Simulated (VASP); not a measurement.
Runs of VASP 6.6.1 on RbBr. The structure is that of space group Fm-3m (No. 225), or close to it. The cells are those of the table. 

```csv
task,spin,cell,gap on the mesh (eV),pressure (GPa)
single point,"non-collinear, zero start, SOC","a = 4.847 Å, angles 60.0°, 2 atoms",-,1.0
electric field gradients,off,"a = 4.782 Å, angles 60.0°, 2 atoms",4.47,1.8
single point,off,"a = 4.879 Å, angles 60.0°, 2 atoms",4.31,(a)
single point,off,"a = 4.911 Å, angles 60.0°, 2 atoms",(b),0.4
single point,off,"a = 4.782 Å, angles 60.0°, 2 atoms",4.47,1.8
```

Alike in all rows: level PBE; potentials or basis VASP PAW PBE potentials, release 64 (Rb_sv, Br); k mesh 6 × 6 × 6; cutoff (eV) 520; smearing fermi-dirac 0.02 eV.

**Question.** Estimate the missing entries.

**Answer.** (a) 0.7; (b) 4.26.

A k mesh can miss the band edges, and rows without SOC leave out spin-orbit coupling on Br, Rb.
